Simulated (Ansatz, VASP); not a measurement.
# One calculation of GePt, two programs

```xyz
2
Lattice="3.1995 0.0000 0.0000 0.0000 3.1995 0.0000 0.0000 0.0000 3.1995" Properties=species:S:1:pos:R:3 pbc="T T T"
Ge    0.0000    0.0000    0.0000
Pt    1.5997    1.5997    1.5997
```

Alike in both runs: task relaxation of cell and atoms; functional r2SCAN; k mesh 6 × 6 × 6; occupations gaussian, width 0.1 eV; no spin polarisation.

|  | VASP | Ansatz |
| --- | --- | --- |
| version | VASP 6.6.1 | Ansatz 0.2.0 |
| potentials or method | VASP PAW PBE potentials, release 64 (Ge_d, Pt), cutoff 600 eV | scalar-relativistic, plane waves, PAW |
| valence electrons in the cell | 24 | 32 |

```csv
,VASP,Ansatz,Ansatz less VASP
"gap on the k mesh at the Fermi level, each at its own relaxed structure (eV)",none,none,-
relaxed volume (Å³/atom),15.82,15.81,-0.005
relaxed length of the cell vector where the two differ most in proportion (Å),3.163,3.162,-0.0004
```

VASP's potentials were made for PBE, not for r2SCAN. A gap of «none» marks a metal or a gap that the smearing closes. VASP's potentials hold 24 valence electrons a cell and Ansatz's 32, so a difference there can come from the potentials and not from the codes.

Neither program's run includes spin-orbit coupling.
